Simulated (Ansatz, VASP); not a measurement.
# One calculation of ZnS, two programs

INCAR

```
SYSTEM = ZnS
PREC = Accurate
ENCUT = 500
EDIFF = 1E-7
ISMEAR = 0
SIGMA = 0.1
LREAL = .FALSE.
LASPH = .TRUE.
NELM = 120
ALGO = Normal
ISIF = 3
LWAVE = .FALSE.
LCHARG = .FALSE.
GGA = PE
IBRION = 2
NSW = 90
EDIFFG = -0.04
GGA_COMPAT = .FALSE.
NELMIN = 4
```

File KPOINTS:

```
Automatic mesh
0
G
  6 6 6
  0 0 0
```

POSCAR

```
ZnS
1.0
    3.4079697000      0.0000000000      0.0000000000
    0.0000000000      3.4079697000      0.0000000000
    0.0000000000      0.0000000000      3.4079697000
Zn S
1 1
Direct
    0.5000000000      0.5000000000      0.5000000000
    0.0000000000      0.0000000000      0.0000000000
```

Input for Ansatz:

```yaml
crystal:
  lattice:
    - [3.4079697, 0.0, 0.0]
    - [0.0, 3.4079697, 0.0]
    - [0.0, 0.0, 3.4079697]
  atoms:
    - { symbol: Zn, position: [0.5, 0.5, 0.5] }
    - { symbol: S, position: [0.0, 0.0, 0.0] }
basis:
  ecutwfc: 420
kpoints:
  mp_grid: { grid: [6, 6, 6] }
hamiltonian:
  xc: pbe
scf:
  occupations: { method: gaussian, width: 0.1 }
  lower_state_search: "off"
output:
  forces: true
  stress: true
  eigenvalues: true
relax:
  adjacent_minimum: "off"
  f_tol: 0.04
  max_steps: 70
  cell: { stress_tol: 0.4 }
```

Change from the starting cell: species swapped into the LiPb type (Pm-3m, No. 221).

Alike in both runs: task relaxation of cell and atoms; functional PBE; k mesh 6 × 6 × 6; occupations gaussian, width 0.1 eV; no spin polarisation.

|  | VASP | Ansatz |
| --- | --- | --- |
| version | VASP 6.6.1 | Ansatz 0.2.0 |
| potentials or method | VASP PAW PBE potentials, release 64 (Zn, S), cutoff 500 eV | scalar-relativistic, plane waves, PAW |
| valence electrons in the cell | 18 | 18 |

Ansatz gave:

```
gap on the k mesh at the Fermi level, each at its own relaxed structure (eV) : none
relaxed volume (Å³/atom)                                                     : 16.30
relaxed cell length with the largest relative difference (Å)                 : 3.195
```

Task: Estimate VASP's values.

Result: gap on the k mesh at the Fermi level, each at its own relaxed structure (eV): none; relaxed volume (Å³/atom): 16.30; relaxed cell length with the largest relative difference (Å): 3.194.

A gap of «none» marks a metal or a gap that the smearing closes.

Noted on VASP's run: the volume moved by over 15 % at a fixed basis, so the end points are rough.
